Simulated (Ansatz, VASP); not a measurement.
## NaF in VASP and in Ansatz

File INCAR:

```
  PREC = Accurate
  ENCUT = 520
  EDIFF = 1E-6
  ISMEAR = 0
  SIGMA = 0.05
  LREAL = False
  LASPH = True
  NELM = 60
  ALGO = Normal
  ISIF = 2
  LWAVE = False
  LCHARG = False
  GGA = CA
  NBANDS = 14
```

The input KPOINTS:

```
Automatic mesh
0
Gamma
  8 8 8
```

Contents of POSCAR:

```
NaF
1.0
    0.0000000000      2.2071350000      2.2071350000
    2.2071350000      0.0000000000      2.2071350000
    2.2071350000      2.2071350000      0.0000000000
Na F
1 1
Direct
    0.0000000000      0.0000000000      0.0000000000
    0.5000000000      0.5000000000      0.5000000000
```

Input for Ansatz:

```yaml
crystal:
  lattice:
    - [0.0, 2.207135, 2.207135]
    - [2.207135, 0.0, 2.207135]
    - [2.207135, 2.207135, 0.0]
  atoms:
    - { symbol: Na, position: [0.0, 0.0, 0.0] }
    - { symbol: F, position: [0.5, 0.5, 0.5] }
basis:
  ecutwfc: 420
kpoints:
  mp_grid: { grid: [8, 8, 8] }
hamiltonian:
  xc: lda
scf:
  occupations: { method: gaussian, width: 0.05 }
output:
  forces: true
  stress: true
  eigenvalues: true
```

Change from the starting cell: strain -0.050 along x and y, -0.050 along z, atoms carried along.

Alike in both runs: task single point; functional LDA; k mesh 8 × 8 × 8; occupations gaussian, width 0.05 eV; no spin polarisation.

|  | VASP | Ansatz |
| --- | --- | --- |
| version | VASP 6.6.1 | Ansatz 0.2.0 |
| potentials or method | VASP PAW LDA potentials, release 64 (Na_pv, F), cutoff 520 eV | scalar-relativistic, plane waves, PAW |
| valence electrons in the cell | 14 | 16 |

Ansatz gave:

| Quantity | Value |
| --- | --- |
| gap on the k mesh at the Fermi level (eV) | 6.83 |
| least direct gap on the mesh (eV) | 6.83 |
| pressure (GPa) | 4.2 |

Q: Estimate VASP's values.

A: gap on the k mesh at the Fermi level (eV): 6.80; least direct gap on the mesh (eV): 6.80; pressure (GPa): 4.3.

LDA's correlation is that of Perdew and Zunger in VASP and of Perdew and Wang (1992) in Ansatz. VASP's potentials hold 14 valence electrons a cell and Ansatz's 16, so a difference there can come from the potentials and not from the codes.
